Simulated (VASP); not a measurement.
Here is a VASP 6.6.1 calculation.

The input INCAR:

```
SYSTEM = Si3C2
PREC = Accurate
ENCUT = 600
EDIFF = 1E-6
ISMEAR = 0
SIGMA = 0.1
LREAL = .FALSE.
LASPH = .TRUE.
NELM = 80
ALGO = Normal
ISIF = 3
LWAVE = .FALSE.
LCHARG = .FALSE.
GGA = PE
IBRION = 2
NSW = 100
EDIFFG = -0.01
```

KPOINTS

```
Automatic mesh
0
G
  18 18 4
  0 0 0
```

The input POSCAR:

```
Si3C2
1.0
    2.7579483394      0.0000000000      0.0000000000
   -1.3789741697      2.3884533242      0.0000000000
    0.0000000000      0.0000000000     10.2266881050
Si C
3 2
Direct
    0.0000000000      0.0000000000      0.7620955146
    0.0000000000      0.0000000000      0.2379044854
    0.0000000000      0.0000000000      0.5000000000
    0.0000000000      0.0000000000      0.9395726923
    0.0000000000      0.0000000000      0.0604273077
```

Potentials or basis: VASP PAW PBE potentials, release 64 (Si, C).

Launch:

```sh
$ cat potpaw_PBE.64/Si/POTCAR potpaw_PBE.64/C/POTCAR > POTCAR
$ mpirun -np 1 vasp_std > vasp.out
```

**Question.** Predict the band gap on the k mesh.

**Answer.** Zero (bands 10 and 11 overlap by 6.82 eV).

**Question.** Estimate the relaxed volume.

**Answer.** 13.27 Å³/atom.

Step by step:
| step | energy change (eV) | largest force (eV/Å) | pressure (GPa) | volume (Å³) |
| --- | --- | --- | --- | --- |
| 1 | 0.0000 | 0.7666 | -0.04 | 67.37 |
| 2 | 0.1271 | 4.2440 | -3.69 | 67.33 |
| 3 | -0.0049 | 0.3590 | -0.71 | 67.36 |
| 4 | -0.0206 | 0.2746 | -0.36 | 66.87 |
| 5 | -0.0356 | 0.0409 | 0.80 | 65.71 |
| 6 | -0.0358 | 0.0769 | 0.66 | 65.84 |
| 7 | -0.0358 | 0.0669 | 0.70 | 65.80 |
| 8 | -0.0354 | 0.1425 | -0.63 | 66.35 |
| 9 | -0.0365 | 0.0358 | 0.08 | 66.05 |
| 10 | -0.0363 | 0.3418 | 0.25 | 66.25 |
| 11 | -0.0367 | 0.1051 | 0.14 | 66.12 |
| 12 | -0.0369 | 0.0537 | 0.09 | 66.22 |
| 13 | -0.0370 | 0.0058 | 0.02 | 66.33 |
